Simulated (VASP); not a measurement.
# MnFe2N2 (P-3m1) in VASP: further runs

MnFe2N2 is run at these levels: RPBE; tasks: single point, relaxation of cell and atoms.

Program: VASP 6.6.1. These are calculated values, not measurements. Logs are shortened: lines on timing, memory, paths and dates and some standing lists are left out, and cuts for length are marked.

### 1 The cell of the first run

It takes space group P-3m1 (No. 164, trigonal). Conventional cell: a = 2.916 Å, b = 2.916 Å, c = 6.362 Å, α = 90.00°, β = 90.00°, γ = 120.00°. Within 2.5 Å of Fe (site symmetry 3m) lie 3 N at 1.85 Å. Within 2.8 Å of Mn (site symmetry -3m) lie 6 N at 2.15 Å and 6 Fe at 2.70 Å. Within 2.5 Å of N (site symmetry 3m) lie 3 Fe at 1.85 Å and 3 Mn at 2.15 Å.

### 2 Single point, RPBE, collinear spin, ferromagnetic start

The input, INCAR:

```
PREC = Accurate
ENCUT = 520
EDIFF = 1E-7
ISMEAR = -1
SIGMA = 0.05
LREAL = F
LASPH = T
NELM = 150
ALGO = Normal
ISIF = 2
LWAVE = F
LCHARG = F
ISPIN = 2
MAGMOM = 3 3 4 0 0
LORBIT = 11
LMAXMIX = 4
GGA = RP
NBANDS = 32
```

The input, KPOINTS:

```
regular mesh
0
Gamma
  8 8 3
```

The input, POSCAR:

```
MnFe2N2
1.0
    2.9161945968      0.0000000000      0.0000000000
   -1.4580972984      2.5254986032      0.0000000000
    0.0000000000      0.0000000000      6.3615741527
Fe Mn N
2 1 2
Direct
    0.3333333333      0.6666666667      0.8315419446
    0.6666666667      0.3333333333      0.1684580554
    0.0000000000      0.0000000000      0.5000000000
    0.3333333333      0.6666666667      0.2908378233
    0.6666666667      0.3333333333      0.7091621767
```

Potentials or basis: VASP PAW PBE potentials, release 64 (Fe, Mn_pv, N).

Run with:

```bash
$ cat potpaw_PBE.64/Fe/POTCAR potpaw_PBE.64/Mn_pv/POTCAR potpaw_PBE.64/N/POTCAR > POTCAR
$ mpirun -np 1 vasp_std > vasp.out
```

OUTCAR:

```text
PREC = Accurate
   ENCUT = 520
   EDIFF = 1E-7
   ISMEAR = -1
   LREAL = F
   LASPH = T
   NELM = 150
   ISIF = 2
   ISPIN = 2
   LORBIT = 11
   GGA = RP

 ion  position               nearest neighbor table
   1  0.333  0.667  0.832-   5 1.85   5 1.85   5 1.85   3 2.70   3 2.70   3 2.70   2 2.73   2 2.73
                             2 2.73
   2  0.667  0.333  0.168-   4 1.85   4 1.85   4 1.85   3 2.70   3 2.70   3 2.70   1 2.73   1 2.73
                             1 2.73
   3  0.000  0.000  0.500-   4 2.15   5 2.15   4 2.15   5 2.15   5 2.15   4 2.15   1 2.70   2 2.70
                             1 2.70   2 2.70   1 2.70   2 2.70
   4  0.333  0.667  0.291-   2 1.85   2 1.85   2 1.85   3 2.15   3 2.15   3 2.15
   5  0.667  0.333  0.709-   1 1.85   1 1.85   1 1.85   3 2.15   3 2.15   3 2.15

  LATTYP: Found a hexagonal cell.
 ALAT       =     2.9161945968
 C/A-ratio  =     2.1814642136

  Lattice vectors:

 A1 = (   2.9161945968,   0.0000000000,   0.0000000000)
 A2 = (  -1.4580972984,   2.5254986032,   0.0000000000)
 A3 = (   0.0000000000,   0.0000000000,   6.3615741527)

Analysis of symmetry for initial positions (statically):
=====================================================================
 Subroutine PRICEL returns:
 Original cell was already a primitive cell.

 Routine SETGRP: Setting up the symmetry group for a
 hexagonal supercell.

 Subroutine GETGRP returns: Found 12 space group operations
 (whereof 12 operations were pure point group operations)
 out of a pool of 24 trial point group operations.

The static configuration has the point symmetry D_3d.

Analysis of symmetry for dynamics (positions and initial velocities):
=====================================================================
 Subroutine PRICEL returns:
 Original cell was already a primitive cell.

 Routine SETGRP: Setting up the symmetry group for a
 hexagonal supercell.

 Subroutine GETGRP returns: Found 12 space group operations
 (whereof 12 operations were pure point group operations)
 out of a pool of 24 trial point group operations.

The dynamic configuration has the point symmetry D_3d.

Analysis of structural, dynamic, and magnetic symmetry:
=====================================================================
 Subroutine PRICEL returns:
 Original cell was already a primitive cell.

 Routine SETGRP: Setting up the symmetry group for a
 hexagonal supercell.

 Subroutine GETGRP returns: Found 12 space group operations
 (whereof 12 operations were pure point group operations)
 out of a pool of 24 trial point group operations.

The overall configuration has the point symmetry D_3d.

 Subroutine INISYM returns: Found 12 space group operations
 (whereof 12 operations are pure point group operations),
 and found     1 'primitive' translations

----------------------------------------------------------------------------------------

                                     Primitive cell

  volume of cell :      46.8520

  direct lattice vectors                    reciprocal lattice vectors
     2.916194597  0.000000000  0.000000000     0.342912644  0.197980707  0.000000000
    -1.458097298  2.525498603  0.000000000     0.000000000  0.395961415  0.000000000
     0.000000000  0.000000000  6.361574153     0.000000000  0.000000000  0.157193798

  length of vectors
     2.916194597  2.916194597  6.361574153     0.395961415  0.395961415  0.157193798

  position of ions in fractional coordinates (direct lattice)
     0.333333333  0.666666667  0.831541945
     0.666666667  0.333333333  0.168458055
     0.000000000  0.000000000  0.500000000
     0.333333333  0.666666667  0.290837823
     0.666666667  0.333333333  0.709162177

  ion indices of the primitive-cell ions
   primitive index   ion index
                 1           1
                 2           2
                 3           3
                 4           4
                 5           5

----------------------------------------------------------------------------------------

 KPOINTS: regular mesh

Automatic generation of k-mesh.
 Grid dimensions read from file:
 generate k-points for:    8    8    3

 Generating k-lattice:
[... 23 lines left out ...]
  0.500000  0.000000  0.000000      3.000000
  0.125000  0.125000  0.000000      6.000000
[... 16 lines left out ...]
 -0.125000  0.500000  0.333333     12.000000
  0.250000  0.250000  0.333333     12.000000
   k-points           NKPTS =     25   k-points in BZ     NKDIM =     25   number of bands    NBANDS=     32
   number of dos      NEDOS =    301   number of ions     NIONS =      5
   total plane-waves  NPLWV =  27648
   dimension x,y,z NGX =    24 NGY =   24 NGZ =   48
   dimension x,y,z NGXF=    48 NGYF=   48 NGZF=   96
   ions per type =               2   1   2
   NGX,Y,Z   is equivalent  to a cutoff of  13.68, 13.68, 12.54 a.u.
   NGXF,Y,Z  is equivalent  to a cutoff of  27.36, 27.36, 25.09 a.u.
 SYSTEM =  unknown system
   PREC   = accura    normal or accurate (medium, high low for compatibility)
   ISTART =      0    job   : 0-new  1-cont  2-samecut
   ICHARG =      2    charge: 1-file 2-atom 10-const
   ISPIN  =      2    spin polarized calculation?
   LNONCOLLINEAR =      F non collinear calculations
   LSORBIT =      F    spin-orbit coupling
   LASPH  =      T    aspherical Exc in radial PAW
   ENCUT  =  520.0 eV  38.22 Ry    6.18 a.u.   5.42  5.42 11.83*2*pi/ulx,y,z
   NELM   =    150;   NELMIN=  2; NELMDL= -5     # of ELM steps
   EDIFF  = 0.1E-06   stopping-criterion for ELM
   LREAL  =      F    real-space projection
   EDIFFG = 0.1E-05   stopping-criterion for IOM
   NSW    =      0    number of steps for IOM
   IBRION =     -1    ionic relax: 0-MD 1-quasi-New 2-CG
   NFREE  =      0    steps in history (QN), initial steepest desc. (CG)
   ISIF   =      2    stress and relaxation
   ISYM   =      2    0-nonsym 1-usesym 2-fastsym
   POTIM  = 0.5000    time-step for ionic-motion
   TEBEG  =    0.0;   TEEND  =   0.0 temperature during run
   PSTRESS=    0.0 pullay stress
   NELECT =      39.0000    total number of electrons
   NUPDOWN=      -1.0000    fix difference up-down
   EMIN   =  10.00;   EMAX   =-10.00  energy-range for DOS
   EFERMI =   0.00;   METHOD = LEGACY
   ISMEAR =    -1;   SIGMA  =   0.05  broadening in eV -4-tet -1-fermi 0-gaus
   EFERMI_NEDOS =   21; number of points for ismear=-14 and -15
   IALGO  =     38    algorithm
   IMIX   =      4    mixing-type and parameters
     AMIX     =   0.40;   BMIX     =  1.00
     AMIX_MAG =   1.60;   BMIX_MAG =  1.00
  volume/ion in A,a.u.               =       9.37        63.23
  Fermi-wavevector in a.u.,A,eV,Ry     =   1.539998  2.910175 32.267513  2.371595
  Thomas-Fermi vector in A             =   2.646147
   LORBIT       =     11    0 simple, 1 ext, 2 COOP (PROOUT), +10 PAW based schemes
   GGA     = RP    functional components
   LHFCALC =     F    Hartree Fock is set to
   AEXX    =    0.0000 exact exchange contribution
   IVDW    =     0    specifies the selected vdW correction
   LEPSILON=     F    determine dielectric tensor
   LRPA    =     F    only Hartree local field effects (RPA)
 spin polarized calculation
  energy-cutoff  :      520.00
  volume of cell :       46.85
 maximum number of plane-waves:      1290
 NGX is ok and might be reduce to    24
   NGX = 11   NGY = 11   NGZ = 23

 number of electron      39.0000000 magnetization      10.0000000

 number of electron      39.0000030 magnetization       2.9329995

 Free energy of the ion-electron system (eV)
  ---------------------------------------------------
  ext. energy  EPLUGINS =         0.00000000
  ---------------------------------------------------
  free energy    TOTEN  =       -39.53288819 eV

  energy without entropy =      -39.50379951  energy(sigma->0) =      -39.51834385

 E-fermi :   8.1821     XC(G=0): -12.9860

 val. band max:        8.1664598936   @ k =   0.3750  -0.0000   0.3333
 cond. band min:       8.1837069075   @ k =   0.5000   0.0000   0.0000
 fundamental gap:      0.0172470139
 Fermi energy:         8.1820647515

 spin component 1

 k-point     1 :       0.0000    0.0000    0.0000
  band No.  band energies     occupation
      1     -42.0384      1.00000
      2     -41.8816      1.00000
      3     -41.8816      1.00000
      4      -9.6476      1.00000
      5      -8.6422      1.00000
      6      -0.5191      1.00000
[... 805 lines left out ...]
     30      18.0929      0.00000
     31      18.5510      0.00000

 [... further k-points ...]

 spin component 2

 k-point     1 :       0.0000    0.0000    0.0000
  band No.  band energies     occupation
      1     -38.8560      1.00000
      2     -38.8330      1.00000
      3     -38.8330      1.00000
      4      -9.6564      1.00000
      5      -8.6766      1.00000
      6      -0.3715      1.00000
[... 805 lines left out ...]
     30      18.2676      0.00000
     31      19.1238      0.00000

 [... further k-points ...]

 [bands above 31 left out]

------------------------ aborting loop because EDIFF is reached ----------------------------------------

  FORCE on cell =-STRESS in cart. coord.  units (eV):
  Direction    XX          YY          ZZ          XY          YZ          ZX
  --------------------------------------------------------------------------------------
  -------------------------------------------------------------------------------------
  Total        0.5745821      0.5745821      0.2304677      0.0000000      0.0000000     -0.0000000
  in kB       19.6487293     19.6487293      7.8812015      0.0000000      0.0000000     -0.0000000
  external PRESSURE =      15.7262200 kB  Pullay stress =       0.0000000 kB

 VOLUME and BASIS-vectors are now :
 -----------------------------------------------------------------------------
  energy-cutoff  :      520.00
  volume of cell :       46.85
      direct lattice vectors                 reciprocal lattice vectors
     2.916194597  0.000000000  0.000000000     0.342912644  0.197980707  0.000000000
    -1.458097298  2.525498603  0.000000000     0.000000000  0.395961415  0.000000000
     0.000000000  0.000000000  6.361574153     0.000000000  0.000000000  0.157193798

 POSITION                                       TOTAL-FORCE (eV/Angst)
 -----------------------------------------------------------------------------------
     -0.00000      1.68367      5.28992         0.000000      0.000000      0.114018
      1.45810      0.84183      1.07166        -0.000000     -0.000000     -0.114018
      0.00000      0.00000      3.18079         0.000000      0.000000      0.000000
     -0.00000      1.68367      1.85019         0.000000     -0.000000      0.078195
      1.45810      0.84183      4.51139         0.000000      0.000000     -0.078195
 -----------------------------------------------------------------------------------
    total drift:                                0.000000      0.000000      0.000000

  FREE ENERGIE OF THE ION-ELECTRON SYSTEM (eV)
  ---------------------------------------------------
  free  energy   TOTEN  =       -39.5328881894 eV

  energy  without entropy=      -39.5037995074  energy(sigma->0) =      -39.51834385

 total charge

# of ion       s       p       d       tot
------------------------------------------
    1        0.435   0.620   6.519   7.574
    2        0.435   0.620   6.519   7.574
    3        0.239   6.279   5.148  11.666
    4        1.254   2.452   0.000   3.706
    5        1.254   2.452   0.000   3.706
--------------------------------------------------
tot          3.617  12.423  18.185  34.226

 magnetization (x)

# of ion       s       p       d       tot
------------------------------------------
    1       -0.000  -0.009   0.096   0.086
    2       -0.000  -0.009   0.096   0.086
    3        0.012   0.017   2.797   2.826
    4        0.002  -0.036   0.000  -0.034
    5        0.002  -0.036   0.000  -0.034
--------------------------------------------------
tot          0.015  -0.074   2.989   2.930
```

Wall time 51 s (1 thread of Intel Xeon 6975P-C (Granite Rapids), shared host); peak memory 0.22 GiB.

Results:

```
Free energy                                           : -39.5329 eV
Pressure                                              : 1.6 GPa
Largest force                                         : 0.114 eV/Å
Net moment                                            : 2.93 μB per cell
Site moments                                          : Fe +0.09; Mn +2.83; N -0.03 μB
Valence electrons inside the program's atomic spheres : Fe 7.57; Mn 11.67; N 3.71
```

Forces on the atoms (eV/Å):
```
Fe   0.000  0.000  0.114
Fe   0.000  0.000 -0.114
Mn   0.000  0.000  0.000
N    0.000  0.000  0.078
N    0.000  0.000 -0.078
```

Stress tensor (GPa, compression positive):
```
1.96 0.00 0.00
0.00 1.96 0.00
0.00 0.00 0.79
```

Levels at points of the mesh, in eV from the Fermi level:
Spin up:
```
           k point  band 18  band 19  band 20  band 21  band 22  band 23  band 24  band 25
(0.00, 0.00, 0.00)    -1.13    -1.13    -0.81    -0.81     0.93     1.48     2.22     2.22
(0.50, 0.00, 0.00)    -0.94    -0.28    -0.22    -0.19    -0.05     0.00     0.69     1.12
```
Spin down:
```csv
k point,band 14,band 15,band 16,band 17,band 18,band 19,band 20,band 21,band 22,band 23
"(0.00, 0.00, 0.00)",-1.72,-0.60,-0.60,-0.54,-0.25,-0.25,0.76,0.76,0.80,1.82
"(0.50, 0.00, 0.00)",-1.66,-0.75,-0.49,-0.27,0.00,0.06,0.59,0.74,1.03,1.54
```

Caveat: the PAW data sets were made with another functional, which shifts forces and pressure a little; the run started ferromagnetic, and an antiferromagnetic order may lie lower in energy.

### 3 Relaxation of cell and atoms, RPBE, collinear spin, ferromagnetic start

This run uses another cell than the first one, of 9.13 Å³/atom.

The input, INCAR:

```
ALGO = Normal
EDIFF = 1E-6
EDIFFG = -0.01
ENCUT = 600
GGA = RP
IBRION = 2
ISIF = 3
ISMEAR = -1
ISPIN = 2
LASPH = True
LCHARG = False
LMAXMIX = 4
LORBIT = 11
LREAL = False
LWAVE = False
MAGMOM = 3 3 4 0 0
NELM = 150
NSW = 60
PREC = Accurate
SIGMA = 0.05
```

The input, KPOINTS:

```
k-points
0
Gamma
  8 8 3
```

The input, POSCAR:

```
MnFe2N2
1.0
    2.8941413859      0.0000000000      0.0000000000
   -1.4470706929      2.5063999623      0.0000000000
    0.0000000000      0.0000000000      6.2943681112
Fe Mn N
2 1 2
Direct
    0.3333333333      0.6666666667      0.8328020000
    0.6666666667      0.3333333333      0.1671980000
    0.0000000000      0.0000000000      0.5000000000
    0.3333333333      0.6666666667      0.2931870000
    0.6666666667      0.3333333333      0.7068130000
```

Potentials or basis: VASP PAW PBE potentials, release 64 (Fe, Mn_pv, N).

Run with:

```bash
$ cat potpaw_PBE.64/Fe/POTCAR potpaw_PBE.64/Mn_pv/POTCAR potpaw_PBE.64/N/POTCAR > POTCAR
$ mpirun -np 1 vasp_std > vasp.out
```

Wall time 3.6 min (1 thread of Intel Xeon 6975P-C (Granite Rapids), shared host); peak memory 0.23 GiB.

The run converged. Its results:

| Quantity | Value |
| --- | --- |
| Free energy | -39.5339 eV |
| Relaxed volume | 9.41 Å³/atom |
| Relaxed cell | a = 2.924 Å, b = 2.924 Å, c = 6.352 Å, α = 90.00°, β = 90.00°, γ = 120.00° |
| Space group after relaxing (to 0.1 Å) | P-3m1 (No. 164) |
| Energy gained by relaxing | 4.9 meV/atom |
| Ionic steps | 9 |
| Pressure after relaxing | 0.1 GPa |
| Largest force after relaxing | 0.005 eV/Å |
| Net moment | 2.93 μB per cell |
| Site moments | Fe +0.08; Mn +2.84; N -0.04 μB |
| Valence electrons inside the program's atomic spheres | Fe 7.55; Mn 11.66; N 3.69 |

Forces on the atoms (eV/Å):
```
Fe   0.000  0.000  0.005
Fe   0.000  0.000 -0.005
Mn   0.000  0.000  0.000
N    0.000  0.000  0.002
N    0.000  0.000 -0.002
```

Step by step:
```csv
step,energy change (eV),largest force (eV/Å),pressure (GPa),volume (Å³)
1,0.0000,0.2020,6.30,45.66
2,0.0106,0.4483,-6.33,48.07
3,-0.0214,0.1091,0.22,46.71
4,-0.0232,0.0737,0.23,46.85
5,-0.0241,0.0318,0.01,47.10
6,-0.0242,0.0191,-0.01,47.06
7,-0.0242,0.0211,-0.02,47.05
8,-0.0243,0.0142,0.00,47.05
9,-0.0243,0.0047,0.05,47.04
```

Final structure:
```yaml
crystal:
  lattice:
    - [2.92415, 0.00000, 0.00000]
    - [-1.46207, 2.53239, 0.00000]
    - [0.00000, 0.00000, 6.35244]
  atoms:
    - { symbol: Fe, position: [0.33333, 0.66667, 0.83214] }
    - { symbol: Fe, position: [0.66667, 0.33333, 0.16786] }
    - { symbol: Mn, position: [0.00000, 0.00000, 0.50000] }
    - { symbol: N, position: [0.33333, 0.66667, 0.29108] }
    - { symbol: N, position: [0.66667, 0.33333, 0.70892] }
```

Levels at points of the mesh, in eV from the Fermi level:
Spin up:
```csv
k point,band 18,band 19,band 20,band 21,band 22,band 23,band 24,band 25
"(0.00, 0.00, 0.00)",-1.13,-1.13,-0.79,-0.79,0.92,1.45,2.18,2.18
"(0.50, 0.00, 0.00)",-0.94,-0.28,-0.22,-0.18,-0.04,0.02,0.67,1.10
```
Spin down:
```tsv
k point	band 16	band 17	band 18	band 19	band 20	band 21
(0.00, 0.00, 0.00)	-0.59	-0.51	-0.24	-0.24	0.76	0.76
(0.50, 0.00, 0.00)	-0.48	-0.27	0.00	0.06	0.59	0.72
```

Caveat: the PAW data sets were made with another functional, which shifts forces and pressure a little; the run started ferromagnetic, and an antiferromagnetic order may lie lower in energy. With open d or f shells a metallic result of RPBE can be an artefact of self-interaction; +U or a hybrid may open a gap.
